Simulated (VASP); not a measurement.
Cu, 2 atoms in the cell. It takes space group P4/nmm (No. 129, tetragonal). Conventional cell: a = 2.556 Å, b = 2.556 Å, c = 3.615 Å, α = 90.00°, β = 90.00°, γ = 90.00°. Cu (site symmetry 4mm) has 12 Cu at 2.45 to 2.66 Å within 3.2 Å.  This cell differs from its parent crystal: mode 6 (244.6 1/cm) frozen in, largest displacement +0.075 Å.

```yaml
Program: VASP 6.6.1
Task: single point
Functional: PBE
Potentials_or_basis: VASP PAW PBE potentials, release 64 (Cu)
Cutoff: 520 eV
k_mesh: 18 × 18 × 14
Occupations: gaussian, width 0.15 eV
Spin: no spin polarisation
Dipole_correction: no
Further_INCAR_settings: ALGO = Fast; EDIFF = 1e-07; NBANDS = 18
```

Potentials or basis: VASP PAW PBE potentials, release 64 (Cu).

Command:

```sh
$ cat potpaw_PBE.64/Cu/POTCAR > POTCAR
$ mpirun -np 1 vasp_std > vasp.out
```

Hardware: 1 thread of Intel(R) Xeon(R) 6975P-C (Granite Rapids), on a shared host.

Estimate the wall time of this run.

It took 68 s on 1 thread of Intel(R) Xeon(R) 6975P-C (Granite Rapids), on a shared host, peak memory 0.25 GiB. Counts: scf iterations 15, k points 440.
